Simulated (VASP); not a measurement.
# Yb (I4/mmm) in VASP: notebook, part 3 of 3

VASP 6.6.1. The steps go on from the part before.

## Step 6: Single point, PBE (engineering shear strain xz +0.0000, normal strain along z +0.1100)

The input, INCAR:

```
ALGO = Fast
EDIFF = 1E-6
ENCUT = 520
GGA = PE
ISIF = 2
ISMEAR = 0
LASPH = True
LCHARG = False
LREAL = False
LWAVE = False
NBANDS = 18
NELM = 60
PREC = Accurate
SIGMA = 0.15
```

The input, KPOINTS:

```
k-points
0
Gamma
  14 14 14
```

The input, POSCAR:

```
Yb
1.0
    0.0000000000      2.6117894455      2.8990862845
    2.6117894455      0.0000000000      2.8990862845
    2.6117894455      2.6117894455      0.0000000000
Yb
1
Direct
    0.0000000000      0.0000000000      0.0000000000
```

Potentials or basis: VASP PAW PBE potentials, release 64 (Yb).

Launch:

```sh
$ cat potpaw_PBE.64/Yb/POTCAR > POTCAR
$ mpirun -np 1 vasp_std > vasp.out
```

OUTCAR:

```text
EDIFF = 1E-6
   ENCUT = 520
   GGA = PE
   ISIF = 2
   ISMEAR = 0
   LASPH = True
   LREAL = False
   NELM = 60
   PREC = Accurate

 ion  position               nearest neighbor table
   1  0.000  0.000  0.000-

  LATTYP: Found a body centered tetragonal cell.
 ALAT       =     3.6936280559
 C/A-ratio  =     1.5697770542

  Lattice vectors:

 A1 = (  -2.6117894455,   0.0000000000,   2.8990862845)
 A2 = (   2.6117894455,   0.0000000000,   2.8990862845)
 A3 = (   0.0000000000,   2.6117894455,  -2.8990862845)

Analysis of symmetry for initial positions (statically):
=====================================================================
 Subroutine PRICEL returns:
 Original cell was already a primitive cell.

 Routine SETGRP: Setting up the symmetry group for a
 body centered tetragonal supercell.

 Subroutine GETGRP returns: Found 16 space group operations
 (whereof 16 operations were pure point group operations)
 out of a pool of 16 trial point group operations.

The static configuration has the point symmetry D_4h.

Analysis of symmetry for dynamics (positions and initial velocities):
=====================================================================
 Subroutine PRICEL returns:
 Original cell was already a primitive cell.

 Routine SETGRP: Setting up the symmetry group for a
 body centered tetragonal supercell.

 Subroutine GETGRP returns: Found 16 space group operations
 (whereof 16 operations were pure point group operations)
 out of a pool of 16 trial point group operations.

The dynamic configuration has the point symmetry D_4h.

 Subroutine INISYM returns: Found 16 space group operations
 (whereof 16 operations are pure point group operations),
 and found     1 'primitive' translations

[... 100 lines left out ...]
   POTIM  = 0.5000    time-step for ionic-motion
   TEBEG  =    0.0;   TEEND  =   0.0 temperature during run
   PSTRESS=    0.0 pullay stress
   NELECT =      24.0000    total number of electrons
   NUPDOWN=      -1.0000    fix difference up-down
   EMIN   =  10.00;   EMAX   =-10.00  energy-range for DOS
   EFERMI =   0.00;   METHOD = LEGACY
   ISMEAR =     0;   SIGMA  =   0.15  broadening in eV -4-tet -1-fermi 0-gaus
   EFERMI_NEDOS =   21; number of points for ismear=-14 and -15
   IALGO  =     68    algorithm
   IMIX   =      4    mixing-type and parameters
     AMIX     =   0.40;   BMIX     =  1.00
     AMIX_MAG =   1.60;   BMIX_MAG =  1.00
  volume/ion in A,a.u.               =      39.55       266.91
  Fermi-wavevector in a.u.,A,eV,Ry     =   1.385977  2.619117 26.135878  1.920933
  Thomas-Fermi vector in A             =   2.510336
   LORBIT       =      0    0 simple, 1 ext, 2 COOP (PROOUT), +10 PAW based schemes
   GGA     = PE    functional components
   LHFCALC =     F    Hartree Fock is set to
   AEXX    =    0.0000 exact exchange contribution
   IVDW    =     0    specifies the selected vdW correction
   LEPSILON=     F    determine dielectric tensor
   LRPA    =     F    only Hartree local field effects (RPA)
 non-spin polarized calculation
 RMM-DIIS sequential band-by-band and
 Gauss-broadening in eV      SIGMA  =   0.15
  energy-cutoff  :      520.00
  volume of cell :       39.55
 maximum number of plane-waves:      1090
 NGX is ok and might be reduce to    30
   NGX = 15   NGY = 15   NGZ = 13

 number of electron      24.0000002 magnetization

 Free energy of the ion-electron system (eV)
  ---------------------------------------------------
  ext. energy  EPLUGINS =         0.00000000
  ---------------------------------------------------
  free energy    TOTEN  =        -3.53573525 eV

  energy without entropy =       -3.51932094  energy(sigma->0) =       -3.52752809

 E-fermi :   1.3029     XC(G=0):  -9.0318

 val. band max:        1.2998441520   @ k =  -0.3571   0.1429   0.2857
 cond. band min:       1.3063381523   @ k =  -0.2857   0.4286   0.2143
 fundamental gap:      0.0064940003
 Fermi energy:         1.3028754866

 k-point     1 :       0.0000    0.0000    0.0000
  band No.  band energies     occupation
      1     -50.5139      2.00000
      2     -22.7609      2.00000
      3     -22.7516      2.00000
      4     -22.7516      2.00000
      5      -3.6619      2.00000
      6       0.8558      1.99998
[... 481 lines left out ...]
      5      -2.3211      2.00000
      6       0.8801      1.99993
[... 10 lines left out ...]
     17       6.7735      0.00000
     18      10.8811      0.00000

 [... further k-points ...]
[... 5 lines left out ...]
  --------------------------------------------------------------------------------------
  -------------------------------------------------------------------------------------
  Total       -0.3910563     -0.3910563     -0.7667332      0.0000000      0.0000000     -0.0000000
  in kB      -15.8409931    -15.8409931    -31.0589943      0.0000000      0.0000000     -0.0000000
  external PRESSURE =     -20.9136601 kB  Pullay stress =       0.0000000 kB

 VOLUME and BASIS-vectors are now :
 -----------------------------------------------------------------------------
  energy-cutoff  :      520.00
  volume of cell :       39.55
      direct lattice vectors                 reciprocal lattice vectors
     0.000000000  2.611789445  2.899086285    -0.191439628  0.191439628  0.172468133
     2.611789445  0.000000000  2.899086285     0.191439628 -0.191439628  0.172468133
     2.611789445  2.611789445  0.000000000     0.191439628  0.191439628 -0.172468133

 POSITION                                       TOTAL-FORCE (eV/Angst)
 -----------------------------------------------------------------------------------
      0.00000      0.00000      0.00000         0.000000      0.000000      0.000000
 -----------------------------------------------------------------------------------
    total drift:                               -0.000000     -0.000000      0.000000

  FREE ENERGIE OF THE ION-ELECTRON SYSTEM (eV)
  ---------------------------------------------------
  free  energy   TOTEN  =        -3.5357352506 eV

  energy  without entropy=       -3.5193209350  energy(sigma->0) =       -3.52752809
```

It took 6.7 min on 1 thread of Intel Xeon Platinum 8488C (Sapphire Rapids), shared host; peak memory 0.32 GiB.

What came out:

* Free energy: -3.5357 eV
* Pressure: -2.1 GPa
* Band gap on the k mesh: zero (band 12 reaches 1.36 eV, above the bottom of band 13 at 1.25 eV)

Levels at points of the mesh, in eV from the Fermi level:
| k point | band 10 | band 11 | band 12 | band 13 | band 14 | band 15 |
| --- | --- | --- | --- | --- | --- | --- |
| (0.00, 0.00, 0.00) | -0.30 | -0.29 | -0.29 | 2.30 | 3.06 | 3.06 |
| (0.50, 0.00, 0.00) | -0.31 | -0.30 | -0.29 | 0.20 | 2.13 | 3.02 |
| (0.50, 0.50, 0.00) | -0.34 | -0.33 | -0.33 | 0.40 | 0.96 | 6.23 |
| (0.50, 0.00, 0.50) | -0.32 | -0.31 | -0.31 | 0.19 | 1.80 | 5.61 |

Caveat: the cell differs from its parent crystal (engineering shear strain xz +0.0000, normal strain along z +0.1100); spin-orbit coupling is left out, which moves the levels of the heavy elements.

## Step 7: The runs side by side

```tsv
cell	further INCAR settings	gap on the mesh (eV)	pressure (GPa)
a = 3.496, b = 3.496, c = 3.694 Å, angles 58.1, 58.1, 63.8°, 1 atom	ALGO = Fast; EDIFF = 1e-06; NBANDS = 18	none	2.2
a = 3.545, b = 3.545, c = 3.694 Å, angles 58.6, 58.6, 62.8°, 1 atom	ALGO = Fast; EDIFF = 1e-07; NBANDS = 18	none	1.5
a = 3.593, b = 3.593, c = 3.694 Å, angles 59.1, 59.1, 61.9°, 1 atom	ALGO = Fast; EDIFF = 1e-06; NBANDS = 18	none	1.2
a = 3.849, b = 3.849, c = 3.694 Å, angles 61.3, 61.3, 57.3°, 1 atom	ALGO = Fast; EDIFF = 1e-06; NBANDS = 18	none	0.0
a = 3.902, b = 3.902, c = 3.694 Å, angles 61.8, 61.8, 56.5°, 1 atom	ALGO = Fast; EDIFF = 1e-06; NBANDS = 18	none	-2.1
```

Alike in all rows: task single point; level PBE; potentials or basis VASP PAW PBE potentials, release 64 (Yb); no spin polarisation; k mesh 14 × 14 × 14; cutoff (eV) 520; smearing gaussian 0.15 eV.

Caveats: spin-orbit coupling is left out, which moves the levels of the heavy elements.

Absolute energies hang on the potentials; compare differences alone.
